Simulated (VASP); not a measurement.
# MgO (Fm-3m) in VASP: a series of runs, part 2 of 2

VASP 6.6.1. The steps go on from the part before.

**3. Relaxation of cell and atoms, r2SCAN**

This run uses another cell than the first one, of 9.37 Å³/atom.

The input, POSCAR:

```
MgO
1.0
    0.0000000000      2.1085000000      2.1085000000
    2.1085000000      0.0000000000      2.1085000000
    2.1085000000      2.1085000000      0.0000000000
Mg O
1 1
Direct
    0.0000000000      0.0000000000      0.0000000000
    0.5000000000      0.5000000000      0.5000000000
```

The input, INCAR.step1:

```
PREC = Accurate ; ENCUT = 600
ISMEAR = -1 ; SIGMA = 0.05
LREAL = False ; LASPH = True
NELM = 60 ; GGA = PE
ALGO = Normal ; EDIFF = 1E-4
LWAVE = True ; LCHARG = False
```

The input, INCAR.step2:

```
PREC = Accurate ; ENCUT = 600
EDIFF = 1E-6 ; ISMEAR = -1
SIGMA = 0.05 ; LREAL = False
LASPH = True ; NELM = 60
ALGO = Normal ; ISIF = 3
LWAVE = False ; LCHARG = False
METAGGA = R2SCAN ; LMIXTAU = True
IBRION = 2 ; NSW = 100
EDIFFG = -0.002 ; ISTART = 1
```

The input, KPOINTS:

```
Automatic mesh
0
Gamma
  20 20 20
```

Potentials or basis: VASP PAW PBE potentials, release 64 (Mg, O).

On the command line:

```bash
$ cat potpaw_PBE.64/Mg/POTCAR potpaw_PBE.64/O/POTCAR > POTCAR
$ cp INCAR.step1 INCAR
$ mpirun -np 1 vasp_std > vasp.out
$ cp INCAR.step2 INCAR
$ mpirun -np 1 vasp_std > vasp.out
```

OUTCAR:

```text
PREC = Accurate
   ENCUT = 600
   EDIFF = 1E-6
   ISMEAR = -1
   LREAL = False
   LASPH = True
   NELM = 60
   ISIF = 3
   METAGGA = R2SCAN
   IBRION = 2
   NSW = 100
   EDIFFG = -0.002
   ISTART = 1

 ion  position               nearest neighbor table
   1  0.000  0.000  0.000-   2 2.11   2 2.11   2 2.11   2 2.11   2 2.11   2 2.11
   2  0.500  0.500  0.500-   1 2.11   1 2.11   1 2.11   1 2.11   1 2.11   1 2.11

  LATTYP: Found a face centered cubic cell.
 ALAT       =     4.2170000000

  Lattice vectors:

 A1 = (   0.0000000000,   2.1085000000,   2.1085000000)
 A2 = (   2.1085000000,   0.0000000000,   2.1085000000)
 A3 = (   2.1085000000,   2.1085000000,   0.0000000000)

Analysis of symmetry for initial positions (statically):
=====================================================================
 Subroutine PRICEL returns:
 Original cell was already a primitive cell.

 Routine SETGRP: Setting up the symmetry group for a
 face centered cubic supercell.

 Subroutine GETGRP returns: Found 48 space group operations
 (whereof 48 operations were pure point group operations)
 out of a pool of 48 trial point group operations.

The static configuration has the point symmetry O_h .

Analysis of symmetry for dynamics (positions and initial velocities):
=====================================================================
 Subroutine PRICEL returns:
 Original cell was already a primitive cell.

 Routine SETGRP: Setting up the symmetry group for a
 face centered cubic supercell.

 Subroutine GETGRP returns: Found 48 space group operations
 (whereof 48 operations were pure point group operations)
 out of a pool of 48 trial point group operations.

The dynamic configuration has the point symmetry O_h .

 Subroutine INISYM returns: Found 48 space group operations
 (whereof 48 operations are pure point group operations),
 and found     1 'primitive' translations

----------------------------------------------------------------------------------------

                                     Primitive cell

  volume of cell :      18.7478

  direct lattice vectors                    reciprocal lattice vectors
     0.000000000  2.108500000  2.108500000    -0.237135404  0.237135404  0.237135404
     2.108500000  0.000000000  2.108500000     0.237135404 -0.237135404  0.237135404
     2.108500000  2.108500000  0.000000000     0.237135404  0.237135404 -0.237135404

  length of vectors
     2.981869296  2.981869296  2.981869296     0.410730569  0.410730569  0.410730569

  position of ions in fractional coordinates (direct lattice)
     0.000000000  0.000000000  0.000000000
     0.500000000  0.500000000  0.500000000

  ion indices of the primitive-cell ions
   primitive index   ion index
                 1           1
                 2           2

----------------------------------------------------------------------------------------

 KPOINTS: Automatic mesh

Automatic generation of k-mesh.
 Grid dimensions read from file:
 generate k-points for:   20   20   20

[... 46 lines left out ...]
   number of dos      NEDOS =    301   number of ions     NIONS =      2
   total plane-waves  NPLWV =  13824
   dimension x,y,z NGX =    24 NGY =   24 NGZ =   24
   dimension x,y,z NGXF=    48 NGYF=   48 NGZF=   48
   ions per type =               1   1
   NGX,Y,Z   is equivalent  to a cutoff of  13.38, 13.38, 13.38 a.u.
   NGXF,Y,Z  is equivalent  to a cutoff of  26.76, 26.76, 26.76 a.u.
 SYSTEM =  unknown system
   PREC   = accura    normal or accurate (medium, high low for compatibility)
   ISTART =      1    job   : 0-new  1-cont  2-samecut
   ICHARG =      0    charge: 1-file 2-atom 10-const
   ISPIN  =      1    spin polarized calculation?
   LNONCOLLINEAR =      F non collinear calculations
   LSORBIT =      F    spin-orbit coupling
   LASPH  =      T    aspherical Exc in radial PAW
   ENCUT  =  600.0 eV  44.10 Ry    6.64 a.u.   5.96  5.96  5.96*2*pi/ulx,y,z
   NELM   =     60;   NELMIN=  2; NELMDL=  0     # of ELM steps
   EDIFF  = 0.1E-05   stopping-criterion for ELM
   LREAL  =      F    real-space projection
   EDIFFG = -.2E-02   stopping-criterion for IOM
   NSW    =    100    number of steps for IOM
   IBRION =      2    ionic relax: 0-MD 1-quasi-New 2-CG
   NFREE  =      1    steps in history (QN), initial steepest desc. (CG)
   ISIF   =      3    stress and relaxation
   ISYM   =      2    0-nonsym 1-usesym 2-fastsym
   POTIM  = 0.5000    time-step for ionic-motion
   TEBEG  =    0.0;   TEEND  =   0.0 temperature during run
   PSTRESS=    0.0 pullay stress
   NELECT =       8.0000    total number of electrons
   NUPDOWN=      -1.0000    fix difference up-down
   EMIN   =  10.00;   EMAX   =-10.00  energy-range for DOS
   EFERMI =   0.00;   METHOD = LEGACY
   ISMEAR =    -1;   SIGMA  =   0.05  broadening in eV -4-tet -1-fermi 0-gaus
   EFERMI_NEDOS =   21; number of points for ismear=-14 and -15
   IALGO  =     38    algorithm
   IMIX   =      4    mixing-type and parameters
     AMIX     =   0.40;   BMIX     =  1.00
     AMIX_MAG =   1.60;   BMIX_MAG =  1.00
  volume/ion in A,a.u.               =       9.37        63.26
  Fermi-wavevector in a.u.,A,eV,Ry     =   1.232503  2.329092 20.668107  1.519063
  Thomas-Fermi vector in A             =   2.367270
   LORBIT       =      0    0 simple, 1 ext, 2 COOP (PROOUT), +10 PAW based schemes
   METAGGA = R2SCAN    functional components
   LHFCALC =     F    Hartree Fock is set to
   AEXX    =    0.0000 exact exchange contribution
   IVDW    =     0    specifies the selected vdW correction
   LEPSILON=     F    determine dielectric tensor
   LRPA    =     F    only Hartree local field effects (RPA)
 conjugate gradient relaxation of ions
 non-spin polarized calculation
  energy-cutoff  :      600.00
  volume of cell :       18.75
 maximum number of plane-waves:       638
   NGX = 11   NGY = 11   NGZ = 11

--------------------------------------- Ionic step        1  -------------------------------------------

 number of electron       8.0000005 magnetization

 Free energy of the ion-electron system (eV)
  ---------------------------------------------------
  ext. energy  EPLUGINS =         0.00000000
  ---------------------------------------------------
  free energy    TOTEN  =       -16.16318198 eV

  energy without entropy =      -16.16318198  energy(sigma->0) =      -16.16318198

------------------------ aborting loop because EDIFF is reached ----------------------------------------

  FORCE on cell =-STRESS in cart. coord.  units (eV):
  Direction    XX          YY          ZZ          XY          YZ          ZX
  --------------------------------------------------------------------------------------
  -------------------------------------------------------------------------------------
  Total       -0.3307712     -0.3307712     -0.3307712      0.0000000      0.0000000      0.0000000
  in kB      -28.2675057    -28.2675057    -28.2675057      0.0000000      0.0000000      0.0000000
  external PRESSURE =     -28.2675057 kB  Pullay stress =       0.0000000 kB
[... 59 lines left out ...]
--------------------------------------- Ionic step        3  -------------------------------------------

 number of electron       8.0000004 magnetization

 Free energy of the ion-electron system (eV)
  ---------------------------------------------------
  ext. energy  EPLUGINS =         0.00000000
  ---------------------------------------------------
  free energy    TOTEN  =       -16.16605863 eV

  energy without entropy =      -16.16605863  energy(sigma->0) =      -16.16605863

 E-fermi :   3.8928     XC(G=0): -11.6640

 val. band max:        2.8751629419   @ k =   0.0000   0.0000   0.0000
 cond. band min:       8.6224724687   @ k =   0.0000   0.0000   0.0000
 fundamental gap:      5.7473095268
 Fermi energy:         3.8928399271

 k-point     1 :       0.0000    0.0000    0.0000
  band No.  band energies     occupation
      1     -15.3949      2.00000
      2       2.8752      2.00000
      3       2.8752      2.00000
      4       2.8752      2.00000
      5       8.6225      0.00000
      6      19.7936      0.00000
      7      19.7936      0.00000
      8      19.7936      0.00000
[... 243 lines left out ...]
 k-point    24 :      -0.3500    0.0500    0.0000
  band No.  band energies     occupation
      1     -14.3444      2.00000
      2      -1.1356      2.00000
      3       2.1685      2.00000
      4       2.3109      2.00000
      5      11.7982      0.00000
      6      16.4623      0.00000
      7      20.3411      0.00000
      8      20.7191      0.00000

 [... further k-points ...]

------------------------ aborting loop because EDIFF is reached ----------------------------------------

  FORCE on cell =-STRESS in cart. coord.  units (eV):
  Direction    XX          YY          ZZ          XY          YZ          ZX
  --------------------------------------------------------------------------------------
  -------------------------------------------------------------------------------------
  Total        0.0010922      0.0010922      0.0010922     -0.0000000      0.0000000     -0.0000000
  in kB        0.0949610      0.0949610      0.0949610     -0.0000000      0.0000000     -0.0000000
  external PRESSURE =       0.0949610 kB  Pullay stress =       0.0000000 kB
[... 17 lines left out ...]
  FREE ENERGIE OF THE ION-ELECTRON SYSTEM (eV)
  ---------------------------------------------------
  free  energy   TOTEN  =       -16.1660586259 eV

  energy  without entropy=      -16.1660586259  energy(sigma->0) =      -16.16605863

 reached required accuracy - stopping structural energy minimisation
```

OSZICAR.step1:

```text
N       E                     dE             d eps       ncg     rms          rms(c)
DAV:   1     0.177162208239E+02    0.17716E+02   -0.53018E+03  4744   0.101E+03
DAV:   2    -0.130228782706E+02   -0.30739E+02   -0.29365E+02  5008   0.153E+02
DAV:   3    -0.134675623836E+02   -0.44468E+00   -0.44468E+00  5344   0.209E+01
DAV:   4    -0.134682414185E+02   -0.67903E-03   -0.67903E-03  5648   0.753E-01
DAV:   5    -0.134682418727E+02   -0.45422E-06   -0.45422E-06  5400   0.137E-02    0.721E+00
DAV:   6    -0.119306940617E+02    0.15375E+01   -0.10077E+01  4096   0.225E+01    0.228E+00
DAV:   7    -0.119160274676E+02    0.14667E-01   -0.45620E-02  4368   0.265E+00    0.132E+00
DAV:   8    -0.119104858601E+02    0.55416E-02   -0.24972E-02  4168   0.242E+00    0.159E-01
DAV:   9    -0.119103866236E+02    0.99236E-04   -0.45383E-04  6232   0.192E-01
   1 F= -.11910387E+02 E0= -.11910387E+02  d E =-.667789E-10
```

It took 2.4 min on 1 thread of Intel Xeon 6975P-C (Granite Rapids), shared host; peak memory 0.19 GiB.

What came out:

| Item | Value |
| --- | --- |
| Free energy | -16.1661 eV |
| Relaxed volume | 9.21 Å³/atom |
| Relaxed cell | a = 2.965 Å, b = 2.965 Å, c = 2.965 Å, α = 60.00°, β = 60.00°, γ = 60.00° |
| Space group after relaxing (to 0.1 Å) | Fm-3m (No. 225) |
| Energy gained by relaxing | 1.4 meV/atom |
| Ionic steps | 3 |
| Pressure after relaxing | 0.0 GPa |
| Band gap on the k mesh | 5.75 eV |

Step by step:
| step | energy change (eV) | largest force (eV/Å) | pressure (GPa) | volume (Å³) |
| --- | --- | --- | --- | --- |
| 1 | 0.0000 | 0.0000 | -2.83 | 18.75 |
| 2 | -0.0024 | 0.0000 | 1.18 | 18.30 |
| 3 | -0.0029 | 0.0000 | 0.01 | 18.43 |

Final structure:
```
Mg O
1.0
     0.00000    2.09642    2.09642
     2.09642    0.00000    2.09642
     2.09642    2.09642    0.00000
Mg O
1 1
Direct
  0.00000 0.00000 0.00000
  0.50000 0.50000 0.50000
```

Caveat: the PAW data sets were made with another functional, which shifts forces and pressure a little.
